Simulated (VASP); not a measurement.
# SnO2 (Cassiterite) in VASP: a series of runs

The runs below take SnO2 (Cassiterite) through single point, with revPBE+D3(BJ), r2SCAN, PBEsol, LDA.

Program: VASP 6.6.1. These are calculated values, not measurements. Logs are shortened: lines on timing, memory, paths and dates and some standing lists are left out, and cuts for length are marked.

### Step 1. The cell of the first run

Symmetry: P4_2/mnm, No. 136, tetragonal system. Conventional cell: a = 4.800 Å, b = 4.800 Å, c = 3.228 Å, α = 90.00°, β = 90.00°, γ = 90.00°. Sn (site symmetry mmm) has 6 O at 2.08 Å within 2.8 Å. O (site symmetry m2m) has 3 Sn at 2.08 Å and 1 O at 2.62 Å within 2.8 Å.

### Step 2. Single point, revPBE+D3(BJ)

INCAR reads:

```
PREC     = Accurate       # precision mode
ENCUT    = 520            # plane-wave cutoff, eV
EDIFF    = 1E-6           # SCF threshold, eV
ISMEAR   = -1             # smearing method
SIGMA    = 0.05           # smearing width, eV
LREAL    = F              # projectors in reciprocal space
LASPH    = T              # aspherical terms in the spheres
NELM     = 60             # most SCF steps
ALGO     = Normal         # electronic algorithm
ISIF     = 2              # what is computed and relaxed
LWAVE    = F              # write WAVECAR
LCHARG   = F              # write CHGCAR
GGA      = RE             # functional
IVDW     = 12             # dispersion correction
NBANDS   = 35             # bands
```

KPOINTS reads:

```
Automatic mesh
0
Gamma
  6 6 8
```

POSCAR reads:

```
SnO2
1.0
    4.8003492553      0.0000000000      0.0000000000
    0.0000000000      4.8003492553      0.0000000000
    0.0000000000      0.0000000000      3.2284324403
Sn O
2 4
Direct
    0.5000000000      0.5000000000      0.5000000000
    0.0000000000      0.0000000000      0.0000000000
    0.8071000000      0.1929000000      0.5000000000
    0.6929000000      0.6929000000      0.0000000000
    0.1929000000      0.8071000000      0.5000000000
    0.3071000000      0.3071000000      0.0000000000
```

Potentials or basis: VASP PAW PBE potentials, release 64 (Sn_d, O).

The run is started by

```console
$ cat potpaw_PBE.64/Sn_d/POTCAR potpaw_PBE.64/O/POTCAR > POTCAR
$ mpirun -np 1 vasp_std > vasp.out
```

OUTCAR:

```text
PREC = Accurate
   ENCUT = 520
   EDIFF = 1E-6
   ISMEAR = -1
   LREAL = F
   LASPH = T
   NELM = 60
   ISIF = 2
   GGA = RE
   IVDW = 12
 IVDW          = 12

 ion  position               nearest neighbor table
   1  0.500  0.500  0.500-   4 2.08   6 2.08   4 2.08   6 2.08   5 2.08   3 2.08
   2  0.000  0.000  0.000-   3 2.08   5 2.08   3 2.08   5 2.08   4 2.08   6 2.08
   3  0.807  0.193  0.500-   2 2.08   2 2.08   1 2.08
   4  0.693  0.693  0.000-   1 2.08   1 2.08   2 2.08
   5  0.193  0.807  0.500-   2 2.08   2 2.08   1 2.08
   6  0.307  0.307  0.000-   1 2.08   1 2.08   2 2.08

  LATTYP: Found a simple tetragonal cell.
 ALAT       =     4.8003492553
 C/A-ratio  =     0.6725411566

  Lattice vectors:

 A1 = (   4.8003492553,   0.0000000000,   0.0000000000)
 A2 = (   0.0000000000,   4.8003492553,   0.0000000000)
 A3 = (   0.0000000000,   0.0000000000,   3.2284324403)

Analysis of symmetry for initial positions (statically):
=====================================================================
 Subroutine PRICEL returns:
 Original cell was already a primitive cell.

 Routine SETGRP: Setting up the symmetry group for a
 simple tetragonal supercell.

 Subroutine GETGRP returns: Found 16 space group operations
 (whereof  8 operations were pure point group operations)
 out of a pool of 16 trial point group operations.

The static configuration has the point symmetry D_2h.
 The point group associated with its full space group is D_4h.

Analysis of symmetry for dynamics (positions and initial velocities):
=====================================================================
 Subroutine PRICEL returns:
 Original cell was already a primitive cell.

 Routine SETGRP: Setting up the symmetry group for a
 simple tetragonal supercell.

 Subroutine GETGRP returns: Found 16 space group operations
 (whereof  8 operations were pure point group operations)
 out of a pool of 16 trial point group operations.

The dynamic configuration has the point symmetry D_2h.
 The point group associated with its full space group is D_4h.

 Subroutine INISYM returns: Found 16 space group operations
 (whereof  8 operations are pure point group operations),
 and found     1 'primitive' translations

----------------------------------------------------------------------------------------

                                     Primitive cell

  volume of cell :      74.3939

  direct lattice vectors                    reciprocal lattice vectors
     4.800349255  0.000000000  0.000000000     0.208318176  0.000000000  0.000000000
     0.000000000  4.800349255  0.000000000     0.000000000  0.208318176  0.000000000
     0.000000000  0.000000000  3.228432440     0.000000000  0.000000000  0.309747848

  length of vectors
     4.800349255  4.800349255  3.228432440     0.208318176  0.208318176  0.309747848

  position of ions in fractional coordinates (direct lattice)
     0.500000000  0.500000000  0.500000000
     0.000000000  0.000000000  0.000000000
     0.807100000  0.192900000  0.500000000
     0.692900000  0.692900000  0.000000000
     0.192900000  0.807100000  0.500000000
     0.307100000  0.307100000  0.000000000

  ion indices of the primitive-cell ions
   primitive index   ion index
                 1           1
                 2           2
                 3           3
                 4           4
                 5           5
                 6           6

----------------------------------------------------------------------------------------

 KPOINTS: Automatic mesh

Automatic generation of k-mesh.
 Grid dimensions read from file:
 generate k-points for:    6    6    8

 Generating k-lattice:

  Cartesian coordinates                     Fractional coordinates (reciprocal lattice)
     0.034719696  0.000000000  0.000000000     0.166666667  0.000000000  0.000000000
     0.000000000  0.034719696  0.000000000     0.000000000  0.166666667  0.000000000
     0.000000000  0.000000000  0.038718481     0.000000000  0.000000000  0.125000000

  Length of vectors
     0.034719696  0.034719696  0.038718481

  Shift w.r.t. Gamma in fractional coordinates (k-lattice)
     0.000000000  0.000000000  0.000000000

 Subroutine IBZKPT returns following result:
 ===========================================

 Found     50 irreducible k-points:

 Following reciprocal coordinates:
            Coordinates               Weight
  0.000000  0.000000  0.000000      1.000000
  0.166667  0.000000  0.000000      4.000000
  0.333333  0.000000  0.000000      4.000000
  0.500000  0.000000  0.000000      2.000000
  0.166667  0.166667  0.000000      4.000000
  0.333333  0.166667  0.000000      8.000000
[... 16 lines left out ...]
  0.333333  0.000000  0.250000      8.000000
  0.500000  0.000000  0.250000      4.000000
 [... further k-points ...]
   k-points           NKPTS =     50   k-points in BZ     NKDIM =     50   number of bands    NBANDS=     35
   number of dos      NEDOS =    301   number of ions     NIONS =      6
   total plane-waves  NPLWV =  31104
   dimension x,y,z NGX =    36 NGY =   36 NGZ =   24
   dimension x,y,z NGXF=    72 NGYF=   72 NGZF=   48
   ions per type =               2   4
   NGX,Y,Z   is equivalent  to a cutoff of  12.47, 12.47, 12.36 a.u.
   NGXF,Y,Z  is equivalent  to a cutoff of  24.94, 24.94, 24.72 a.u.
 SYSTEM =  unknown system
   PREC   = accura    normal or accurate (medium, high low for compatibility)
   ISTART =      0    job   : 0-new  1-cont  2-samecut
   ICHARG =      2    charge: 1-file 2-atom 10-const
   ISPIN  =      1    spin polarized calculation?
   LNONCOLLINEAR =      F non collinear calculations
   LSORBIT =      F    spin-orbit coupling
   LASPH  =      T    aspherical Exc in radial PAW
   ENCUT  =  520.0 eV  38.22 Ry    6.18 a.u.   8.93  8.93  6.00*2*pi/ulx,y,z
   NELM   =     60;   NELMIN=  2; NELMDL= -5     # of ELM steps
   EDIFF  = 0.1E-05   stopping-criterion for ELM
   LREAL  =      F    real-space projection
   EDIFFG = 0.1E-04   stopping-criterion for IOM
   NSW    =      0    number of steps for IOM
   IBRION =     -1    ionic relax: 0-MD 1-quasi-New 2-CG
   NFREE  =      0    steps in history (QN), initial steepest desc. (CG)
   ISIF   =      2    stress and relaxation
   ISYM   =      2    0-nonsym 1-usesym 2-fastsym
   POTIM  = 0.5000    time-step for ionic-motion
   TEBEG  =    0.0;   TEEND  =   0.0 temperature during run
   PSTRESS=    0.0 pullay stress
   NELECT =      52.0000    total number of electrons
   NUPDOWN=      -1.0000    fix difference up-down
   EMIN   =  10.00;   EMAX   =-10.00  energy-range for DOS
   EFERMI =   0.00;   METHOD = LEGACY
   ISMEAR =    -1;   SIGMA  =   0.05  broadening in eV -4-tet -1-fermi 0-gaus
   EFERMI_NEDOS =   21; number of points for ismear=-14 and -15
   IALGO  =     38    algorithm
   IMIX   =      4    mixing-type and parameters
     AMIX     =   0.40;   BMIX     =  1.00
     AMIX_MAG =   1.60;   BMIX_MAG =  1.00
  volume/ion in A,a.u.               =      12.40        83.67
  Fermi-wavevector in a.u.,A,eV,Ry     =   1.452881  2.745548 28.720052  2.110864
  Thomas-Fermi vector in A             =   2.570212
   LORBIT       =      0    0 simple, 1 ext, 2 COOP (PROOUT), +10 PAW based schemes
   GGA     = RE    functional components
   LHFCALC =     F    Hartree Fock is set to
   AEXX    =    0.0000 exact exchange contribution
   IVDW    =    12    specifies the selected vdW correction
   LEPSILON=     F    determine dielectric tensor
   LRPA    =     F    only Hartree local field effects (RPA)
 non-spin polarized calculation
  energy-cutoff  :      520.00
  volume of cell :       74.39
 maximum number of plane-waves:      2048
 NGX is ok and might be reduce to    36
   NGX = 17   NGY = 17   NGZ = 13

 number of electron      52.0000011 magnetization

 Free energy of the ion-electron system (eV)
  ---------------------------------------------------
  ext. energy  EPLUGINS =         0.00000000
  ---------------------------------------------------
  free energy    TOTEN  =       -35.20768959 eV

  energy without entropy =      -35.20768830  energy(sigma->0) =      -35.20768895

 E-fermi :   6.2569     XC(G=0): -10.8637

 val. band max:        5.7977220886   @ k =   0.0000   0.0000   0.0000
 cond. band min:       6.6893770311   @ k =   0.0000   0.0000   0.0000
 fundamental gap:      0.8916549424
 Fermi energy:         6.2569061709

 k-point     1 :       0.0000    0.0000    0.0000
  band No.  band energies     occupation
      1     -15.2922      2.00000
      2     -14.5934      2.00000
      3     -14.3871      2.00000
      4     -14.3582      2.00000
      5     -14.3582      2.00000
      6     -14.2931      2.00000
[... 27 lines left out ...]
     34      17.5310      0.00000
     35      18.3078      0.00000

 k-point     2 :       0.1667    0.0000    0.0000
  band No.  band energies     occupation
      1     -15.2533      2.00000
      2     -14.6370      2.00000
      3     -14.3866      2.00000
      4     -14.3567      2.00000
      5     -14.3566      2.00000
      6     -14.3246      2.00000
[... 27 lines left out ...]
     34      17.6356      0.00000
     35      18.3222      0.00000

 k-point     3 :       0.3333    0.0000    0.0000
  band No.  band energies     occupation
      1     -15.1403      2.00000
      2     -14.7778      2.00000
      3     -14.3848      2.00000
      4     -14.3645      2.00000
      5     -14.3535      2.00000
      6     -14.3533      2.00000
[... 27 lines left out ...]
     34      18.0086      0.00000
     35      18.3038      0.00000
[... 723 lines left out ...]
 k-point    23 :       0.3333    0.0000    0.2500
  band No.  band energies     occupation
      1     -15.0401      2.00000
      2     -14.9126      2.00000
      3     -14.6175      2.00000
      4     -14.4201      2.00000
      5     -14.2910      2.00000
      6     -14.2853      2.00000
[... 27 lines left out ...]
     34      17.9281      0.00000
     35      18.2725      0.00000

 k-point    24 :       0.5000    0.0000    0.2500
  band No.  band energies     occupation
      1     -14.9952      2.00000
      2     -14.9952      2.00000
      3     -14.5054      2.00000
      4     -14.5054      2.00000
      5     -14.2868      2.00000
      6     -14.2868      2.00000
[... 27 lines left out ...]
     34      18.0654      0.00000
     35      18.2952      0.00000

 [... further k-points ...]

------------------------ aborting loop because EDIFF is reached ----------------------------------------

 Edisp (eV)   -2.48483

 E8    (eV) :    -1.6590

  FORCE on cell =-STRESS in cart. coord.  units (eV):
  Direction    XX          YY          ZZ          XY          YZ          ZX
  --------------------------------------------------------------------------------------
  -------------------------------------------------------------------------------------
  Total       0.11220     0.11220     0.56216    -0.00000     0.00000     0.00000
  in kB       2.41634     2.41634    12.10691    -0.00000     0.00000     0.00000
  external pressure =        5.65 kB  Pullay stress =        0.00 kB

 VOLUME and BASIS-vectors are now :
 -----------------------------------------------------------------------------
  energy-cutoff  :      520.00
  volume of cell :       74.39
      direct lattice vectors                 reciprocal lattice vectors
     4.800349255  0.000000000  0.000000000     0.208318176  0.000000000  0.000000000
     0.000000000  4.800349255  0.000000000     0.000000000  0.208318176  0.000000000
     0.000000000  0.000000000  3.228432440     0.000000000  0.000000000  0.309747848

 POSITION                                       TOTAL-FORCE (eV/Angst)
 -----------------------------------------------------------------------------------
      2.40017      2.40017      1.61422        -0.000000      0.000000      0.000000
      0.00000      0.00000      0.00000        -0.000000      0.000000      0.000000
      3.87436      0.92599      1.61422        -0.123572      0.123572      0.000000
      3.32616      3.32616      0.00000         0.123572      0.123572      0.000000
      0.92599      3.87436      1.61422         0.123572     -0.123572      0.000000
      1.47419      1.47419      0.00000        -0.123572     -0.123572      0.000000
 -----------------------------------------------------------------------------------
    total drift:                               -0.000000      0.000000      0.000000

  FREE ENERGIE OF THE ION-ELECTRON SYSTEM (eV)
  ---------------------------------------------------
  free  energy   TOTEN  =       -37.6925154353 eV

  energy  without entropy=      -37.6925141484  energy(sigma->0) =      -37.69251479
```

Wall time 78 s (1 thread of Intel Xeon Platinum 8488C (Sapphire Rapids), shared host); peak memory 0.24 GiB.

What came out:

* Free energy: -37.6925 eV
* Pressure: 0.6 GPa
* Largest force: 0.175 eV/Å
* Band gap on the k mesh: 0.89 eV, direct
* Dispersion energy per atom: -0.414 eV

Forces in eV/Å, atoms in the order of the input:
```
Sn   0.000  0.000  0.000
Sn   0.000  0.000  0.000
O   -0.124  0.124  0.000
O    0.124  0.124  0.000
O    0.124 -0.124  0.000
O   -0.124 -0.124  0.000
```

Levels at points of the mesh, in eV from the valence-band top:
| k point | band 24 | band 25 | band 26 | band 27 | band 28 | band 29 |
| --- | --- | --- | --- | --- | --- | --- |
| (0.00, 0.00, 0.00) | -0.74 | -0.74 | 0.00 | 0.89 | 5.87 | 6.23 |
| (0.50, 0.00, 0.00) | -1.20 | -0.61 | -0.61 | 4.09 | 4.09 | 6.97 |
| (0.50, 0.50, 0.00) | -1.32 | -0.86 | -0.86 | 4.47 | 4.47 | 7.34 |
| (0.00, 0.00, 0.50) | -1.54 | -1.20 | -1.20 | 5.82 | 5.82 | 9.61 |
| (0.50, 0.00, 0.50) | -1.03 | -0.72 | -0.72 | 6.09 | 6.09 | 7.83 |
| (0.50, 0.50, 0.50) | -0.93 | -0.79 | -0.79 | 4.59 | 4.59 | 8.81 |

Caveat: the PAW data sets were made with another functional, which shifts forces and pressure a little; spin-orbit coupling is left out, which moves the levels of the heavy elements.

(Part 1 of 3 ends here.)
